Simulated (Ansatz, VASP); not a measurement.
# B2AsH2: VASP beside Ansatz

```xyz
5
Lattice="3.5527 0.0000 0.0000 0.0000 3.5527 0.0000 0.0000 0.0000 5.3596" Properties=species:S:1:pos:R:3 pbc="T T T"
B     0.0000    0.0000    1.6344
B     0.0000    0.0000    3.7252
H     1.7764    1.7764    4.3119
H     1.7764    1.7764    1.0477
As    1.7764    1.7764    2.6798
```

Alike in both runs: task relaxation of cell and atoms; functional PBE; k mesh 6 × 6 × 4; occupations gaussian, width 0.1 eV; no spin polarisation.

|  | VASP | Ansatz |
| --- | --- | --- |
| version | VASP 6.6.1 | Ansatz 0.2.0 |
| potentials or method | VASP PAW PBE potentials, release 64 (B, H, As), cutoff 600 eV | scalar-relativistic, plane waves, PAW |
| valence electrons in the cell | 13 | 23 |

|  | VASP | Ansatz | Ansatz less VASP |
| --- | --- | --- | --- |
| gap on the k mesh at the Fermi level, each at its own relaxed structure (eV) | none | none | - |
| relaxed volume (Å³/atom) | 10.75 | 10.21 | -0.548 |
| relaxed length of the cell vector where the two differ most in proportion (Å) | 4.979 | 4.647 | -0.3324 |

A gap of «none» marks a metal or a gap that the smearing closes. One of these differences is far larger than is usual between the two programs; its cause wasn't traced. VASP's potentials hold 13 valence electrons a cell and Ansatz's 23, so a difference there can come from the potentials and not from the codes.

Noted on VASP's run: the volume moved by over 15 % at a fixed basis, so the end points are rough.
